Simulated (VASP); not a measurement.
Input of a VASP 6.6.1 run:

INCAR

```
PREC = Accurate
ENCUT = 520
EDIFF = 1E-6
ISMEAR = 0
SIGMA = 0.02
LREAL = F
LASPH = T
NELM = 60
ALGO = Normal
ISIF = 2
LWAVE = F
LCHARG = F
GGA = PE
NBANDS = 46
```

File KPOINTS:

```
regular mesh
0
Gamma
  4 4 6
```

POSCAR

```
ZnO
1.0
    5.6064482302     -0.0000599290      0.0000612827
   -0.0000599290      5.6072330053     -0.0000724779
    0.0000361947     -0.0000428068      3.2801262061
Zn O
4 4
Direct
    0.1659428060      0.1884752357      0.5141837623
    0.8026461440      0.8249253776      0.5141997695
    0.6659556576      0.3249182523      0.0142241862
    0.3026298125      0.6884574092      0.0141896222
    0.8025808062      0.1882667300      0.5141980395
    0.1660303078      0.8251516069      0.5142128130
    0.6660194669      0.6882665739      0.0141951754
    0.3025919024      0.3251469215      0.0141908199
```

Potentials or basis: VASP PAW PBE potentials, release 64 (Zn, O).

Command:

```console
$ cat potpaw_PBE.64/Zn/POTCAR potpaw_PBE.64/O/POTCAR > POTCAR
$ mpirun -np 1 vasp_std > vasp.out
```

**Question.** Predict the largest force.

**Answer.** 0.008 eV/Å.

**Question.** Predict the pressure.

**Answer.** 0.9 GPa.

**Question.** What does it give for the band gap on the k mesh?

**Answer.** 0.75 eV.

Stress tensor (GPa, compression positive):
```
0.86 0.00 0.00
0.00 0.85 0.00
0.00 0.00 1.08
```
